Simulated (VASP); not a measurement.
# Pt (P6_3/mmc) in VASP: further runs

The runs below take Pt through relaxation of cell and atoms, with PBEsol.

Everything below comes from runs of VASP 6.6.1. Logs are shortened: lines on timing, memory, paths and dates and some standing lists are left out, and cuts for length are marked.

### Step 1. The cell of the first run

Symmetry: P6_3/mmc, No. 194, hexagonal system. Conventional cell: a = 2.761 Å, b = 2.761 Å, c = 4.792 Å, α = 90.00°, β = 90.00°, γ = 120.00°. Pt (site symmetry -6m2) has 12 Pt at 2.76 to 2.88 Å within 3.6 Å.

This isn't the form of Pt at room conditions, which is fcc.

### Step 2. Relaxation of cell and atoms, PBEsol, target pressure 20 GPa, at which the enthalpy is minimised

The input, INCAR:

```
PREC = Accurate
ENCUT = 600
EDIFF = 1E-6
ISMEAR = -1
SIGMA = 0.05
LREAL = F
LASPH = T
NELM = 60
ALGO = Fast
ISIF = 3
LWAVE = F
LCHARG = F
GGA = PS
IBRION = 2
NSW = 60
EDIFFG = -0.01
PSTRESS = 200.0
```

The input, KPOINTS:

```
regular mesh
0
Gamma
  11 11 6
```

The input, POSCAR:

```
Pt
1.0
    2.7606656158      0.0000000000      0.0000000000
   -1.3803328079      2.3908065546      0.0000000000
    0.0000000000      0.0000000000      4.7921340000
Pt
2
Direct
    0.3333333333      0.6666666667      0.2500000000
    0.6666666667      0.3333333333      0.7500000000
```

Potentials or basis: VASP PAW PBE potentials, release 64 (Pt).

Started as:

```sh
> cat potpaw_PBE.64/Pt/POTCAR > POTCAR
> mpirun -np 1 vasp_std > vasp.out
```

OUTCAR:

```text
PREC = Accurate
   ENCUT = 600
   EDIFF = 1E-6
   ISMEAR = -1
   LREAL = F
   LASPH = T
   NELM = 60
   ISIF = 3
   GGA = PS
   IBRION = 2
   NSW = 60
   EDIFFG = -0.01
   PSTRESS = 200.0

 ion  position               nearest neighbor table
   1  0.333  0.667  0.250-   2 2.88   2 2.88   2 2.88   2 2.88   2 2.88   2 2.88
   2  0.667  0.333  0.750-   1 2.88   1 2.88   1 2.88   1 2.88   1 2.88   1 2.88

  LATTYP: Found a hexagonal cell.
 ALAT       =     2.7606656158
 C/A-ratio  =     1.7358618054

  Lattice vectors:

 A1 = (   2.7606656158,   0.0000000000,   0.0000000000)
 A2 = (  -1.3803328079,   2.3908065546,   0.0000000000)
 A3 = (   0.0000000000,   0.0000000000,   4.7921340000)

Analysis of symmetry for initial positions (statically):
=====================================================================
 Subroutine PRICEL returns:
 Original cell was already a primitive cell.

 Routine SETGRP: Setting up the symmetry group for a
 hexagonal supercell.

 Subroutine GETGRP returns: Found 24 space group operations
 (whereof 12 operations were pure point group operations)
 out of a pool of 24 trial point group operations.

The static configuration has the point symmetry D_3d.
 The point group associated with its full space group is D_6h.

Analysis of symmetry for dynamics (positions and initial velocities):
=====================================================================
 Subroutine PRICEL returns:
 Original cell was already a primitive cell.

 Routine SETGRP: Setting up the symmetry group for a
 hexagonal supercell.

 Subroutine GETGRP returns: Found 24 space group operations
 (whereof 12 operations were pure point group operations)
 out of a pool of 24 trial point group operations.

The dynamic configuration has the point symmetry D_3d.
 The point group associated with its full space group is D_6h.

 Subroutine INISYM returns: Found 24 space group operations
 (whereof 12 operations are pure point group operations),
 and found     1 'primitive' translations

----------------------------------------------------------------------------------------

                                     Primitive cell

  volume of cell :      31.6291

  direct lattice vectors                    reciprocal lattice vectors
     2.760665616  0.000000000  0.000000000     0.362231483  0.209134444  0.000000000
    -1.380332808  2.390806555  0.000000000     0.000000000  0.418268888  0.000000000
     0.000000000  0.000000000  4.792134000     0.000000000  0.000000000  0.208675300

  length of vectors
     2.760665616  2.760665616  4.792134000     0.418268888  0.418268888  0.208675300

  position of ions in fractional coordinates (direct lattice)
     0.333333333  0.666666667  0.250000000
     0.666666667  0.333333333  0.750000000

  ion indices of the primitive-cell ions
   primitive index   ion index
                 1           1
                 2           2

----------------------------------------------------------------------------------------

 KPOINTS: regular mesh

Automatic generation of k-mesh.
 Grid dimensions read from file:
 generate k-points for:   11   11    6

 Generating k-lattice:

  Cartesian coordinates                     Fractional coordinates (reciprocal lattice)
     0.032930135  0.019012222  0.000000000     0.090909091  0.000000000  0.000000000
     0.000000000  0.038024444  0.000000000     0.000000000  0.090909091  0.000000000
     0.000000000  0.000000000  0.034779217     0.000000000  0.000000000  0.166666667

  Length of vectors
     0.038024444  0.038024444  0.034779217

  Shift w.r.t. Gamma in fractional coordinates (k-lattice)
     0.000000000  0.000000000  0.000000000

 Subroutine IBZKPT returns following result:
 ===========================================

 Found     64 irreducible k-points:

 Following reciprocal coordinates:
            Coordinates               Weight
  0.000000  0.000000  0.000000      1.000000
  0.090909  0.000000  0.000000      6.000000
  0.181818  0.000000  0.000000      6.000000
  0.272727  0.000000  0.000000      6.000000
  0.363636  0.000000  0.000000      6.000000
  0.454545  0.000000  0.000000      6.000000
[... 16 lines left out ...]
  0.090909  0.090909  0.166667     12.000000
  0.181818  0.090909  0.166667     24.000000
 [... further k-points ...]
   k-points           NKPTS =     64   k-points in BZ     NKDIM =     64   number of bands    NBANDS=     14
   number of dos      NEDOS =    301   number of ions     NIONS =      2
   total plane-waves  NPLWV =  23040
   dimension x,y,z NGX =    24 NGY =   24 NGZ =   40
   dimension x,y,z NGXF=    48 NGYF=   48 NGZF=   80
   ions per type =               2
   NGX,Y,Z   is equivalent  to a cutoff of  14.45, 14.45, 13.88 a.u.
   NGXF,Y,Z  is equivalent  to a cutoff of  28.91, 28.91, 27.75 a.u.
 SYSTEM =  unknown system
   PREC   = accura    normal or accurate (medium, high low for compatibility)
   ISTART =      0    job   : 0-new  1-cont  2-samecut
   ICHARG =      2    charge: 1-file 2-atom 10-const
   ISPIN  =      1    spin polarized calculation?
   LNONCOLLINEAR =      F non collinear calculations
   LSORBIT =      F    spin-orbit coupling
   LASPH  =      T    aspherical Exc in radial PAW
   ENCUT  =  600.0 eV  44.10 Ry    6.64 a.u.   5.51  5.51  9.57*2*pi/ulx,y,z
   NELM   =     60;   NELMIN=  2; NELMDL= -5     # of ELM steps
   EDIFF  = 0.1E-05   stopping-criterion for ELM
   LREAL  =      F    real-space projection
   EDIFFG = -.1E-01   stopping-criterion for IOM
   NSW    =     60    number of steps for IOM
   IBRION =      2    ionic relax: 0-MD 1-quasi-New 2-CG
   NFREE  =      1    steps in history (QN), initial steepest desc. (CG)
   ISIF   =      3    stress and relaxation
   ISYM   =      2    0-nonsym 1-usesym 2-fastsym
   POTIM  = 0.5000    time-step for ionic-motion
   TEBEG  =    0.0;   TEEND  =   0.0 temperature during run
   PSTRESS=  200.0 pullay stress
   NELECT =      20.0000    total number of electrons
   NUPDOWN=      -1.0000    fix difference up-down
   EMIN   =  10.00;   EMAX   =-10.00  energy-range for DOS
   EFERMI =   0.00;   METHOD = LEGACY
   ISMEAR =    -1;   SIGMA  =   0.05  broadening in eV -4-tet -1-fermi 0-gaus
   EFERMI_NEDOS =   21; number of points for ismear=-14 and -15
   IALGO  =     68    algorithm
   IMIX   =      4    mixing-type and parameters
     AMIX     =   0.40;   BMIX     =  1.00
     AMIX_MAG =   1.60;   BMIX_MAG =  1.00
  volume/ion in A,a.u.               =      15.81       106.72
  Fermi-wavevector in a.u.,A,eV,Ry     =   1.405149  2.655347 26.863944  1.974444
  Thomas-Fermi vector in A             =   2.527639
   LORBIT       =      0    0 simple, 1 ext, 2 COOP (PROOUT), +10 PAW based schemes
   GGA     = PS    functional components
   LHFCALC =     F    Hartree Fock is set to
   AEXX    =    0.0000 exact exchange contribution
   IVDW    =     0    specifies the selected vdW correction
   LEPSILON=     F    determine dielectric tensor
   LRPA    =     F    only Hartree local field effects (RPA)
 conjugate gradient relaxation of ions
 non-spin polarized calculation
 RMM-DIIS sequential band-by-band and
  energy-cutoff  :      600.00
  volume of cell :       31.63
 maximum number of plane-waves:      1081
 NGX is ok and might be reduce to    24
   NGX = 11   NGY = 11   NGZ = 19

--------------------------------------- Ionic step        1  -------------------------------------------

 number of electron      20.0000003 magnetization

 Free energy of the ion-electron system (eV)
  ---------------------------------------------------
  ext. energy  EPLUGINS =         0.00000000
  ---------------------------------------------------
  free energy    TOTEN  =       -13.75454702 eV

  energy without entropy =      -13.71809187  energy(sigma->0) =      -13.73631944

------------------------ aborting loop because EDIFF is reached ----------------------------------------

  FORCE on cell =-STRESS in cart. coord.  units (eV):
  Direction    XX          YY          ZZ          XY          YZ          ZX
  --------------------------------------------------------------------------------------
  -------------------------------------------------------------------------------------
  Total       -2.0733486     -2.0733486     -2.3056738      0.0000000     -0.0000000      0.0000000
  in kB     -105.0257324   -105.0257324   -116.7941917      0.0000000     -0.0000000      0.0000000
  external PRESSURE =    -308.9485522 kB  Pullay stress =     200.0000000 kB
[... 289 lines left out ...]
  enthalpy is  TOTEN    =       -10.1470879475 eV   P V=        3.5619194418

--------------------------------------- Ionic step        9  -------------------------------------------

 number of electron      20.0000000 magnetization

 Free energy of the ion-electron system (eV)
  ---------------------------------------------------
  ext. energy  EPLUGINS =         0.00000000
  ---------------------------------------------------
  free energy    TOTEN  =       -13.70161060 eV

  energy without entropy =      -13.66766982  energy(sigma->0) =      -13.68464021

 E-fermi :  12.2205     XC(G=0): -13.9683

 val. band max:       12.2029164140   @ k =   0.4545   0.0909   0.5000
 cond. band min:      12.2245088276   @ k =   0.3636   0.0000   0.1667
 fundamental gap:      0.0215924136
 Fermi energy:        12.2205281550

 k-point     1 :       0.0000    0.0000    0.0000
  band No.  band energies     occupation
      1       1.2766      2.00000
      2       4.1075      2.00000
      3       7.7045      2.00000
      4       8.1772      2.00000
      5       8.1772      2.00000
      6       8.6559      2.00000
      7       8.6559      2.00000
      8       9.9168      2.00000
      9       9.9168      2.00000
     10      11.1025      2.00000
     11      11.9404      1.99266
     12      11.9404      1.99266
     13      17.8446      0.00000
     14      26.9875      0.00000
[... 375 lines left out ...]
 k-point    24 :       0.1818    0.0909    0.1667
  band No.  band energies     occupation
      1       3.4982      2.00000
      2       5.6607      2.00000
      3       6.8853      2.00000
      4       7.0729      2.00000
      5       7.8122      2.00000
      6       8.4545      2.00000
      7       9.2215      2.00000
      8       9.5653      2.00000
      9      10.2914      2.00000
     10      10.4358      2.00000
     11      12.0018      1.97514
     12      15.2127      0.00000
     13      20.0440      0.00000
     14      26.2077      0.00000

 [... further k-points ...]

------------------------ aborting loop because EDIFF is reached ----------------------------------------

  FORCE on cell =-STRESS in cart. coord.  units (eV):
  Direction    XX          YY          ZZ          XY          YZ          ZX
  --------------------------------------------------------------------------------------
  -------------------------------------------------------------------------------------
  Total        3.5565709      3.5565709      3.5595560      0.0000000      0.0000000      0.0000000
  in kB      200.1240464    200.1240464    200.2920148      0.0000000      0.0000000      0.0000000
  external PRESSURE =       0.1800359 kB  Pullay stress =     200.0000000 kB
[... 17 lines left out ...]
  FREE ENERGIE OF THE ION-ELECTRON SYSTEM (eV)
  ---------------------------------------------------
  free  energy   TOTEN  =       -13.7016106047 eV

  energy  without entropy=      -13.6676698242  energy(sigma->0) =      -13.68464021

  enthalpy is  TOTEN    =       -10.1472442733 eV   P V=        3.5543663313

 reached required accuracy - stopping structural energy minimisation
```

It took 2 min on 1 thread of Intel Xeon Platinum 8488C (Sapphire Rapids), shared host; peak memory 0.18 GiB.

Results:

* Free energy: -13.7016 eV
* Relaxed volume: 14.24 Å³/atom
* Relaxed cell: a = 2.684 Å, b = 2.684 Å, c = 4.565 Å, α = 90.00°, β = 90.00°, γ = 120.00°
* Space group after relaxing (to 0.1 Å): P6_3/mmc (No. 194)
* Energy change on relaxing (the run minimises the enthalpy): +26.5 meV/atom
* Ionic steps: 9
* Pressure after relaxing: 20.0 GPa
* Band gap on the k mesh: zero (bands 10 and 11 overlap by 1.39 eV)

The path:
```csv
step,energy change (eV),largest force (eV/Å),pressure (GPa),volume (Å³)
1,0.0000,0.0000,-10.89,31.63
2,8.1116,0.0000,379.84,19.62
3,0.0076,0.0000,14.33,28.96
4,0.0313,0.0000,17.37,28.72
5,0.0554,0.0000,20.09,28.51
6,0.0571,0.0000,20.37,28.44
7,0.0554,0.0000,20.27,28.45
8,0.0455,0.0000,19.17,28.53
9,0.0529,0.0000,20.02,28.47
```

Final structure:
```yaml
crystal:
  lattice:
    - [2.68369, 0.00000, 0.00000]
    - [-1.34184, 2.32414, 0.00000]
    - [0.00000, 0.00000, 4.56508]
  atoms:
    - { symbol: Pt, position: [0.33333, 0.66667, 0.25000] }
    - { symbol: Pt, position: [0.66667, 0.33333, 0.75000] }
```

Caveat: the cell is relaxed towards a set pressure, so the run minimises the enthalpy, not the energy; the PAW data sets were made with another functional, which shifts forces and pressure a little; spin-orbit coupling is left out, which moves the levels of the heavy elements.

### Step 3. Relaxation of cell and atoms, PBEsol, target pressure 30 GPa, at which the enthalpy is minimised

The input, INCAR:

```
SYSTEM = Pt
ALGO = Normal ; EDIFF = 1E-6
EDIFFG = -0.01 ; ENCUT = 600
GGA = PS ; IBRION = 2
ISIF = 3 ; ISMEAR = -1
LASPH = .True. ; LCHARG = .False.
LREAL = .False. ; LWAVE = .False.
NELM = 60 ; NSW = 60
PREC = Accurate ; PSTRESS = 300.0
SIGMA = 0.05
```

The input, KPOINTS:

```
k-points
0
Gamma
  11 11 6
  0 0 0
```

POSCAR is that of step 2.

Potentials or basis: VASP PAW PBE potentials, release 64 (Pt).

Started as:

```sh
> cat potpaw_PBE.64/Pt/POTCAR > POTCAR
> mpirun -np 1 vasp_std > vasp.out
```

It took 2 min on 1 thread of Intel Xeon Platinum 8488C (Sapphire Rapids), shared host; peak memory 0.19 GiB.

Results (log left out):

```
Free energy                                                : -13.5951 eV
Relaxed volume                                             : 13.89 Å³/atom
Relaxed cell                                               : a = 2.664 Å, b = 2.664 Å, c = 4.521 Å, α = 90.00°, β = 90.00°, γ = 120.00°
Space group after relaxing (to 0.1 Å)                      : P6_3/mmc (No. 194)
Energy change on relaxing (the run minimises the enthalpy) : +79.7 meV/atom
Ionic steps                                                : 10
Pressure after relaxing                                    : 30.0 GPa
Band gap on the k mesh                                     : zero (bands 10 and 11 overlap by 1.45 eV)
```

Step by step:
```csv
step,energy change (eV),largest force (eV/Å),pressure (GPa),volume (Å³)
1,0.0000,0.0000,-10.93,31.63
2,19.1438,0.0000,807.88,16.51
3,0.0442,0.0000,18.83,28.60
4,0.0903,0.0000,23.66,28.25
5,0.1638,0.0000,30.24,27.82
6,0.1503,0.0000,29.09,27.89
7,0.1567,0.0000,29.63,27.81
8,0.1525,0.0000,29.44,27.83
9,0.1828,0.0000,31.95,27.67
10,0.1594,0.0000,30.02,27.79
```

Final structure:
```
Pt
1.0
     2.66408    0.00000    0.00000
    -1.33204    2.30716    0.00000
     0.00000    0.00000    4.52094
Pt
2
Direct
  0.33333 0.66667 0.25000
  0.66667 0.33333 0.75000
```

Levels at points of the mesh, in eV from the Fermi level:
```
           k point  band 7  band 8  band 9  band 10  band 11  band 12  band 13  band 14
(0.00, 0.00, 0.00)   -3.70   -2.42   -2.42    -1.21    -0.30    -0.30     5.84    14.68
(0.00, 0.00, 0.50)   -4.23   -4.23   -1.01    -1.01    -1.01    -1.01    13.12    13.12
```

Caveat: the cell is relaxed towards a set pressure, so the run minimises the enthalpy, not the energy; the PAW data sets were made with another functional, which shifts forces and pressure a little; spin-orbit coupling is left out, which moves the levels of the heavy elements.
